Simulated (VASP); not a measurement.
# B33N32 (a cell with a defect) in VASP: single point with PBEsol

Aim: the single point of B33N32 (a cell with a defect) with PBEsol.

Everything below comes from runs of VASP 6.6.1. Logs are shortened: lines on timing, memory, paths and dates and some standing lists are left out, and cuts for length are marked.

### Step 1. The cell of the first run

The cell holds a defect, 65 atoms: a = 7.212 Å, b = 7.212 Å, c = 7.212 Å, α = 90.00°, β = 90.00°, γ = 90.00°.

### Step 2. Single point, PBEsol, collinear spin

Input file INCAR:

```
SYSTEM = B33N32
PREC     = Accurate       ! precision mode
ENCUT    = 520            ! plane-wave cutoff, eV
EDIFF    = 1E-7           ! SCF threshold, eV
ISMEAR   = -1             ! smearing method
SIGMA    = 0.05           ! smearing width, eV
LREAL    = Auto         
LASPH    = .True.         ! aspherical terms in the spheres
NELM     = 150            ! most SCF steps
ALGO     = Normal         ! electronic algorithm
ISIF     = 2              ! what is computed and relaxed
LWAVE    = .False.        ! write WAVECAR
LCHARG   = .False.        ! write CHGCAR
ISPIN    = 2              ! spin polarisation
MAGMOM   = 0 0 0 0 0 0 0 0.167 0 0 0 0 0 0 0 0 0 0 0 0 0 0 0 0 0 0 0 0 0 0 0 0 0.167 0 0 0 0 0 0 0 0.167 0 0.167 0 0 0 0 0 0 0 0 0.167 0 0 0 0 0 0 0 0 0 0.167 0 0 0 ! initial moments
LORBIT   = 11             ! projections on sites
GGA      = PS             ! functional
NELECT   = 257.0        
ISYM     = 0            
NBANDS   = 172            ! bands
```

Input file KPOINTS:

```
Automatic mesh
0
Gamma
  1 1 1
  0.25 0.25 0.25
```

Input file POSCAR:

```
B33N32
1.0
    7.2115910000      0.0000000000      0.0000000000
    0.0000000000      7.2115910000      0.0000000000
    0.0000000000      0.0000000000      7.2115910000
B N
33 32
Direct
    0.9995340000      0.9999460000      0.0008080000
    0.9996850000      0.0000920000      0.5014600000
    0.9994500000      0.4998650000      0.0008850000
    0.9997640000      0.5001580000      0.5011200000
    0.4994570000      0.9998600000      0.0008870000
    0.4997510000      0.0001700000      0.5011320000
    0.4995540000      0.4999640000      0.9969740000
    0.4261410000      0.4265370000      0.4649660000
    0.2464850000      0.2469060000      0.9987660000
    0.2363040000      0.2367260000      0.5021000000
    0.2507600000      0.7487710000      0.9998460000
    0.2482430000      0.7516110000      0.5063720000
    0.7483540000      0.2511620000      0.9998520000
    0.7511940000      0.2486440000      0.5063850000
    0.7524420000      0.7528420000      0.9990590000
    0.7631290000      0.7635160000      0.5028320000
    0.2477650000      0.9971180000      0.2495570000
    0.2489120000      0.9980360000      0.7526040000
    0.2430480000      0.4917540000      0.2419370000
    0.2451400000      0.4990210000      0.7538530000
    0.7512240000      0.0028350000      0.2496620000
    0.7503850000      0.0021310000      0.7527660000
    0.7554330000      0.5079840000      0.2428350000
    0.7541950000      0.5012730000      0.7539640000
    0.9966930000      0.2481670000      0.2495530000
    0.9976160000      0.2493230000      0.7526050000
    0.0024380000      0.7516360000      0.2496540000
    0.0017360000      0.7507920000      0.7527590000
    0.4913370000      0.2434400000      0.2419370000
    0.4986070000      0.2455380000      0.7538630000
    0.5075970000      0.7558670000      0.2428060000
    0.5008690000      0.7546170000      0.7539720000
    0.5743480000      0.5747920000      0.4644890000
    0.1237240000      0.1241330000      0.1262870000
    0.1201620000      0.1205780000      0.6281200000
    0.1265560000      0.6246380000      0.1264050000
    0.1253980000      0.6245030000      0.6264520000
    0.6242260000      0.1269590000      0.1264110000
    0.6240900000      0.1258060000      0.6264600000
    0.6264130000      0.6268180000      0.1225890000
    0.6413660000      0.6417890000      0.6353200000
    0.3731740000      0.3735820000      0.1224790000
    0.3591480000      0.3595490000      0.6348660000
    0.3755860000      0.8736830000      0.1266060000
    0.3759770000      0.8750370000      0.6264390000
    0.8732760000      0.3759940000      0.1266030000
    0.8746190000      0.3763870000      0.6264330000
    0.8760000000      0.8764100000      0.1264060000
    0.8800100000      0.8804160000      0.6284500000
    0.3722250000      0.1217360000      0.3751600000
    0.3741800000      0.1227300000      0.8776820000
    0.3790540000      0.6209810000      0.3794200000
    0.3760750000      0.6242280000      0.8739930000
    0.8734050000      0.1268870000      0.3767510000
    0.8739130000      0.1264580000      0.8774670000
    0.8788530000      0.6280310000      0.3754130000
    0.8774970000      0.6261600000      0.8777710000
    0.1213210000      0.3726340000      0.3751500000
    0.1223250000      0.3745890000      0.8776750000
    0.1264820000      0.8738200000      0.3767500000
    0.1260470000      0.8743240000      0.8774650000
    0.6205760000      0.3794680000      0.3794140000
    0.6238160000      0.3764810000      0.8739920000
    0.6276240000      0.8792460000      0.3754240000
    0.6257480000      0.8779070000      0.8777810000
```

Potentials or basis: VASP PAW PBE potentials, release 64 (B, N).

Run with:

```console
$ cat potpaw_PBE.64/B/POTCAR potpaw_PBE.64/N/POTCAR > POTCAR
$ mpirun -np 1 vasp_std > vasp.out
```

OUTCAR:

```text
SYSTEM = B33N32
   PREC = Accurate
   ENCUT = 520
   EDIFF = 1E-7
   ISMEAR = -1
   LREAL = Auto
   LASPH = .True.
   NELM = 150
   ISIF = 2
   ISPIN = 2
   LORBIT = 11
   GGA = PS
   NELECT = 257.0
   ISYM = 0

 ion  position               nearest neighbor table
   1  1.000  1.000  0.001-  48 1.55  34 1.56  55 1.56  61 1.56
   2  1.000  0.000  0.501-  49 1.53  35 1.53  60 1.57  54 1.57
   3  0.999  0.500  0.001-  59 1.55  57 1.55  46 1.56  36 1.57
   4  1.000  0.500  0.501-  47 1.56  56 1.56  58 1.56  37 1.56
   5  0.499  1.000  0.001-  51 1.55  65 1.55  44 1.56  38 1.57
   6  0.500  0.000  0.501-  45 1.56  64 1.56  50 1.56  39 1.56
   7  0.500  0.500  0.997-  53 1.54  63 1.54  42 1.57  40 1.58
   8  0.426  0.427  0.465-  43 1.40  33 1.51  62 1.57  52 1.57  10 1.95  29 2.13  19 2.13
   9  0.246  0.247  0.999-  59 1.55  51 1.55  34 1.55  42 1.57
  10  0.236  0.237  0.502-  35 1.49  43 1.58  58 1.58  50 1.58   8 1.95
  11  0.251  0.749  1.000-  61 1.55  36 1.56  53 1.56  44 1.57
  12  0.248  0.752  0.506-  37 1.54  45 1.55  60 1.56  52 1.62
  13  0.748  0.251  1.000-  55 1.55  38 1.56  63 1.56  46 1.57
  14  0.751  0.249  0.506-  39 1.54  47 1.55  54 1.56  62 1.62
  15  0.752  0.753  0.999-  57 1.55  65 1.55  48 1.56  40 1.56
  16  0.763  0.764  0.503-  49 1.50  41 1.57  56 1.58  64 1.58  33 1.94
  17  0.248  0.997  0.250-  60 1.55  44 1.56  34 1.56  50 1.56
  18  0.249  0.998  0.753-  61 1.55  51 1.56  35 1.56  45 1.57
  19  0.243  0.492  0.242-  36 1.52  42 1.53  58 1.56  52 1.68   8 2.13
  20  0.245  0.499  0.754-  59 1.55  37 1.55  43 1.56  53 1.57
  21  0.751  0.003  0.250-  64 1.55  54 1.55  38 1.56  48 1.56
  22  0.750  0.002  0.753-  55 1.55  65 1.56  49 1.56  39 1.57
  23  0.755  0.508  0.243-  46 1.53  40 1.53  56 1.57  62 1.67  33 2.12
  24  0.754  0.501  0.754-  57 1.55  47 1.55  41 1.56  63 1.56
  25  0.997  0.248  0.250-  54 1.55  46 1.56  34 1.56  58 1.56
  26  0.998  0.249  0.753-  55 1.55  59 1.56  35 1.56  47 1.57
  27  0.002  0.752  0.250-  56 1.55  60 1.55  36 1.56  48 1.56
  28  0.002  0.751  0.753-  61 1.55  57 1.56  49 1.56  37 1.57
  29  0.491  0.243  0.242-  38 1.52  42 1.53  50 1.56  62 1.68   8 2.13
  30  0.499  0.246  0.754-  51 1.54  39 1.55  43 1.56  63 1.57
  31  0.508  0.756  0.243-  44 1.53  40 1.53  64 1.57  52 1.67  33 2.12
  32  0.501  0.755  0.754-  65 1.55  45 1.55  41 1.56  53 1.56
  33  0.574  0.575  0.464-  41 1.41   8 1.51  52 1.57  62 1.57  16 1.94  23 2.12  31 2.12
  34  0.124  0.124  0.126-   9 1.55   1 1.56  17 1.56  25 1.56
  35  0.120  0.121  0.628-  10 1.49   2 1.53  26 1.56  18 1.56
  36  0.127  0.625  0.126-  19 1.52  27 1.56  11 1.56   3 1.57
  37  0.125  0.625  0.626-  12 1.54  20 1.55   4 1.56  28 1.57
  38  0.624  0.127  0.126-  29 1.52  21 1.56  13 1.56   5 1.57
  39  0.624  0.126  0.626-  14 1.54  30 1.55   6 1.56  22 1.57
[... 10 lines left out ...]
  50  0.372  0.122  0.375-  29 1.56  17 1.56   6 1.56  10 1.58
  51  0.374  0.123  0.878-  30 1.54   5 1.55   9 1.55  18 1.56
  52  0.379  0.621  0.379-   8 1.57  33 1.57  12 1.62  31 1.67  19 1.68
  53  0.376  0.624  0.874-   7 1.54  32 1.56  11 1.56  20 1.57
  54  0.873  0.127  0.377-  25 1.55  21 1.55  14 1.56   2 1.57
  55  0.874  0.126  0.877-  26 1.55  22 1.55  13 1.55   1 1.56
  56  0.879  0.628  0.375-  27 1.55   4 1.56  23 1.57  16 1.58
  57  0.877  0.626  0.878-   3 1.55  24 1.55  15 1.55  28 1.56
  58  0.121  0.373  0.375-  19 1.56  25 1.56   4 1.56  10 1.58
  59  0.122  0.375  0.878-  20 1.55   3 1.55   9 1.55  26 1.56
  60  0.126  0.874  0.377-  17 1.55  27 1.55  12 1.56   2 1.57
  61  0.126  0.874  0.877-  18 1.55  28 1.55  11 1.55   1 1.56
  62  0.621  0.379  0.379-   8 1.57  33 1.57  14 1.62  23 1.67  29 1.68
  63  0.624  0.376  0.874-   7 1.54  24 1.56  13 1.56  30 1.57
  64  0.628  0.879  0.375-  21 1.55   6 1.56  31 1.57  16 1.58
  65  0.626  0.878  0.878-   5 1.55  32 1.55  15 1.55  22 1.56

IMPORTANT INFORMATION: All symmetrisations will be switched off!
NOSYMM: (Re-)initialisation of all symmetry stuff for point group C_1.

----------------------------------------------------------------------------------------

                                     Primitive cell

  volume of cell :     375.0535

  direct lattice vectors                    reciprocal lattice vectors
     7.211591000  0.000000000  0.000000000     0.138665656  0.000000000  0.000000000
     0.000000000  7.211591000  0.000000000     0.000000000  0.138665656  0.000000000
     0.000000000  0.000000000  7.211591000     0.000000000  0.000000000  0.138665656

  length of vectors
[... 204 lines left out ...]
   IALGO  =     38    algorithm
   IMIX   =      4    mixing-type and parameters
     AMIX     =   0.40;   BMIX     =  1.00
     AMIX_MAG =   1.60;   BMIX_MAG =  1.00
  volume/ion in A,a.u.               =       5.77        38.94
  Fermi-wavevector in a.u.,A,eV,Ry     =   1.443294  2.727430 28.342260  2.083097
  Thomas-Fermi vector in A             =   2.561718
   LORBIT       =     11    0 simple, 1 ext, 2 COOP (PROOUT), +10 PAW based schemes
   GGA     = PS    functional components
   LHFCALC =     F    Hartree Fock is set to
   AEXX    =    0.0000 exact exchange contribution
   IVDW    =     0    specifies the selected vdW correction
   LEPSILON=     F    determine dielectric tensor
   LRPA    =     F    only Hartree local field effects (RPA)
 spin polarized calculation
  energy-cutoff  :      520.00
  volume of cell :      375.05
 maximum number of plane-waves:     10107
 NGX is ok and might be reduce to    54
   NGX = 27   NGY = 27   NGZ = 27

 number of electron     257.0000022 magnetization       0.9975891

 Free energy of the ion-electron system (eV)
  ---------------------------------------------------
  ext. energy  EPLUGINS =         0.00000000
  ---------------------------------------------------
  free energy    TOTEN  =      -602.85124898 eV

  energy without entropy =     -602.85037713  energy(sigma->0) =     -602.85081306

 E-fermi :   9.6596     XC(G=0): -13.0819

 val. band max:        9.3592861194   @ k =  -0.2500  -0.2500   0.2500
 cond. band min:       9.9609419170   @ k =  -0.2500   0.2500   0.2500
 fundamental gap:      0.6016557976
 Fermi energy:         9.6595542978

 spin component 1

 k-point     1 :       0.2500    0.2500    0.2500
  band No.  band energies     occupation
      1     -12.9797      1.00000
      2     -11.9466      1.00000
      3     -11.4429      1.00000
      4     -11.4389      1.00000
      5     -10.8454      1.00000
      6     -10.5059      1.00000
[... 561 lines left out ...]
    139      15.3826      0.00000
    140      15.4033      0.00000
 Fermi energy:         9.6595542978

 spin component 2

 k-point     1 :       0.2500    0.2500    0.2500
  band No.  band energies     occupation
      1     -12.8755      1.00000
      2     -11.9011      1.00000
      3     -11.4197      1.00000
      4     -11.4180      1.00000
      5     -10.8132      1.00000
      6     -10.4835      1.00000
[... 561 lines left out ...]
    139      15.4074      0.00000
    140      15.4412      0.00000
 [bands above 140 left out]

------------------------ aborting loop because EDIFF is reached ----------------------------------------

  FORCE on cell =-STRESS in cart. coord.  units (eV):
  Direction    XX          YY          ZZ          XY          YZ          ZX
  --------------------------------------------------------------------------------------
  -------------------------------------------------------------------------------------
  Total       -2.8379340     -2.8400449     -8.2355159     15.9246741     -0.1718706     -0.1774748
  in kB      -12.1232651    -12.1322828    -35.1809959     68.0280265     -0.7342078     -0.7581479
  external PRESSURE =     -19.8121813 kB  Pullay stress =       0.0000000 kB

 VOLUME and BASIS-vectors are now :
 -----------------------------------------------------------------------------
  energy-cutoff  :      520.00
  volume of cell :      375.05
      direct lattice vectors                 reciprocal lattice vectors
     7.211591000  0.000000000  0.000000000     0.138665656  0.000000000  0.000000000
     0.000000000  7.211591000  0.000000000     0.000000000  0.138665656  0.000000000
     0.000000000  0.000000000  7.211591000     0.000000000  0.000000000  0.138665656

 POSITION                                       TOTAL-FORCE (eV/Angst)
 -----------------------------------------------------------------------------------
      7.20823      7.21120      0.00583         0.063280      0.062498      0.058770
      7.20932      0.00066      3.61632         0.063700      0.064345      0.100470
      7.20762      3.60482      0.00638         0.061997      0.077780      0.059838
      7.20989      3.60693      3.61387         0.055656      0.034809      0.064457
      3.60188      7.21058      0.00640         0.076854      0.062219      0.060129
      3.60400      0.00123      3.61396         0.034636      0.055848      0.063521
[... 57 lines left out ...]
      4.52617      6.34076      2.70740        -0.054351     -0.105077     -0.053991
      4.51264      6.33111      6.33020        -0.073465     -0.049659     -0.043064
 -----------------------------------------------------------------------------------
    total drift:                                0.000600     -0.000011     -0.011594

  FREE ENERGIE OF THE ION-ELECTRON SYSTEM (eV)
  ---------------------------------------------------
  free  energy   TOTEN  =      -602.8512489802 eV

  energy  without entropy=     -602.8503771334  energy(sigma->0) =     -602.85081306

 total charge

# of ion       s       p       d       tot
------------------------------------------
    1        0.676   1.365   0.000   2.041
    2        0.682   1.389   0.000   2.070
    3        0.677   1.369   0.000   2.046
    4        0.674   1.360   0.000   2.034
    5        0.677   1.369   0.000   2.046
    6        0.674   1.360   0.000   2.034
[... 57 lines left out ...]
   64        1.211   2.742   0.000   3.953
   65        1.208   2.767   0.000   3.975
--------------------------------------------------
tot         61.078 133.533   0.000 194.611

 magnetization (x)

# of ion       s       p       d       tot
------------------------------------------
    1       -0.000   0.000   0.000   0.000
    2        0.001   0.003   0.000   0.003
    3        0.000   0.001   0.000   0.001
    4       -0.000   0.001   0.000   0.001
    5        0.000   0.001   0.000   0.001
    6       -0.000   0.001   0.000   0.001
[... 57 lines left out ...]
   64        0.003   0.014   0.000   0.017
   65        0.000   0.000   0.000   0.000
--------------------------------------------------
tot          0.066   0.658   0.000   0.724
```

Run time: 43 min. Hardware: 1 thread of Intel Xeon 8259CL, shared host; peak memory 0.71 GiB.

Results:

- Free energy: -602.8512 eV
- Largest force: 0.233 eV/Å
- Net moment: 1.00 μB per cell
- Site moments: B +0.00, +0.24, -0.00, +0.25 (each value once); N +0.00, +0.01, +0.02 (each value once) μB
- Valence electrons inside the program's atomic spheres: B 2.04, 2.07, 2.05, 2.03, 2.25, 2.08, 2.02, 2.01, 2.00, 2.24 (each value once); N 3.96, 4.00, 3.97, 4.03, 3.95, 3.98, 3.90 (each value once)

Forces on the atoms (eV/Å):
```
B    0.063  0.062  0.059
B    0.064  0.064  0.100
B    0.062  0.078  0.060
B    0.056  0.035  0.064
B    0.077  0.062  0.060
B    0.035  0.056  0.064
B    0.047  0.048  0.058
B   -0.106 -0.106 -0.044
B    0.075  0.073  0.062
B    0.097  0.095  0.031
B    0.067  0.080  0.061
B    0.038  0.061  0.036
B    0.081  0.068  0.060
B    0.062  0.040  0.034
B    0.069  0.070  0.057
B    0.066  0.069  0.001
B    0.063  0.059  0.074
B    0.057  0.063  0.048
B    0.079  0.030  0.095
B    0.062  0.044  0.048
B    0.090  0.061  0.068
B    0.071  0.054  0.050
B    0.085  0.025  0.020
B    0.060  0.040  0.054
B    0.062  0.064  0.074
B    0.064  0.057  0.048
B    0.060  0.089  0.068
B    0.051  0.071  0.051
B    0.030  0.082  0.095
B    0.044  0.063  0.047
B    0.023  0.082  0.024
B    0.038  0.059  0.053
B    0.123  0.121  0.067
N   -0.059 -0.059 -0.055
N   -0.092 -0.093 -0.045
N   -0.071 -0.057 -0.055
N   -0.066 -0.067 -0.051
N   -0.057 -0.071 -0.055
N   -0.066 -0.068 -0.051
N   -0.055 -0.055 -0.046
N   -0.135 -0.138 -0.130
N   -0.032 -0.032 -0.088
N   -0.055 -0.053  0.023
N   -0.054 -0.077 -0.066
N   -0.054 -0.059 -0.064
N   -0.080 -0.054 -0.065
N   -0.058 -0.054 -0.063
N   -0.064 -0.065 -0.056
N   -0.045 -0.046 -0.083
N   -0.038 -0.067 -0.053
N   -0.066 -0.053 -0.064
N   -0.025  0.032  0.010
N   -0.046 -0.059 -0.071
N   -0.075 -0.054 -0.073
N   -0.068 -0.067 -0.051
N   -0.108 -0.055 -0.052
N   -0.049 -0.075 -0.042
N   -0.066 -0.038 -0.052
N   -0.054 -0.064 -0.064
N   -0.054 -0.074 -0.074
N   -0.066 -0.067 -0.051
N    0.031 -0.025  0.012
N   -0.059 -0.047 -0.070
N   -0.054 -0.105 -0.054
N   -0.073 -0.050 -0.043
```

Levels at points of the mesh, in eV from the Fermi level:
Spin up:
| k point | band 125 | band 126 | band 127 | band 128 | band 129 | band 130 | band 131 | band 132 | band 133 | band 134 |
| --- | --- | --- | --- | --- | --- | --- | --- | --- | --- | --- |
| (0.25, 0.25, 0.25) | -3.31 | -3.23 | -2.53 | -2.51 | -0.30 | 1.26 | 3.21 | 3.37 | 4.07 | 4.09 |
Spin down:
```
           k point  band 124  band 125  band 126  band 127  band 128  band 129  band 130  band 131  band 132  band 133
(0.25, 0.25, 0.25)     -3.32     -3.29     -3.22     -2.51     -2.50      0.50      1.83      3.25      3.46      4.17
```

Caveat: the cell carries a net charge on a neutralising background, which shifts energy and pressure; the cell is charged against a uniform background, so pressure and absolute levels hang on convention; the PAW data sets were made with another functional, which shifts forces and pressure a little.
